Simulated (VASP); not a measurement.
Set up this calculation in VASP 6.6.1, as the native input.

- Task: single point
- Functional: PBE
- Potentials or basis: VASP PAW PBE potentials, release 64 (B, N)
- Cutoff: 520 eV
- k mesh: 10 × 10 × 2
- Occupations: gaussian, width 0.05 eV
- Spin: no spin polarisation
- Dipole correction: no
- Further INCAR settings: ALGO = Normal; EDIFF = 1e-06; NBANDS = 36

The structure of BN lies in POSCAR:

```
BN
1.0
    1.8123485118     -1.8123485118      0.0000000000
    1.8123485118      0.0000000000     -1.8123485118
    9.0617425592      6.3432197915      6.3432197915
B N
6 6
Direct
    0.8021000000     -0.1979000000      0.3958000000
    0.2187666667      0.2187666667      0.2291333333
    0.3854333333      0.3854333333      0.5624666667
    0.5521000000      0.5521000000      0.8958000000
   -0.0312333333     -0.0312333333      0.7291333333
    0.6354333333      0.6354333333      0.0624666667
    0.4479333333      0.4479333333      0.4374666667
   -0.1354000000     -0.1354000000      0.2708000000
    0.0312666667      0.0312666667      0.6041333333
    0.1979333333      0.1979333333      0.9374666667
   -0.3854000000     -0.3854000000      0.7708000000
    0.2812666667      0.2812666667      0.1041333333
```

This cell differs from its parent crystal: the part above a cut slid along it.

The input as run:

INCAR

```
PREC     = Accurate       # precision mode
ENCUT    = 520            # plane-wave cutoff, eV
EDIFF    = 1E-6           # SCF threshold, eV
ISMEAR   = 0              # smearing method
SIGMA    = 0.05           # smearing width, eV
LREAL    = False          # projectors in reciprocal space
LASPH    = True           # aspherical terms in the spheres
NELM     = 80             # most SCF steps
ALGO     = Normal         # electronic algorithm
ISIF     = 2              # what is computed and relaxed
LWAVE    = False          # write WAVECAR
LCHARG   = False          # write CHGCAR
GGA      = PE             # functional
NBANDS   = 36             # bands
```

KPOINTS

```
regular mesh
0
Gamma
  10 10 2
```

Potentials or basis: VASP PAW PBE potentials, release 64 (B, N).

Run with:

```sh
$ cat potpaw_PBE.64/B/POTCAR potpaw_PBE.64/N/POTCAR > POTCAR
$ mpirun -np 1 vasp_std > vasp.out
```

It gave:

The pressure is 1.3 GPa and the largest force is 2.177 eV/Å. The band gap on the k mesh is 2.83 eV (least direct gap 3.97 eV).

Caveat: the cell differs from its parent crystal (the part above a cut slid along it); the stress differs along the axes, from -5 to 14 GPa; forces of over 1 eV/Å act on the atoms, so gaps and moduli don't describe the material at rest.

Run time: 78 s on 1 thread of Intel(R) Xeon(R) 6975P-C (Granite Rapids) (shared host), peak memory 0.25 GiB.
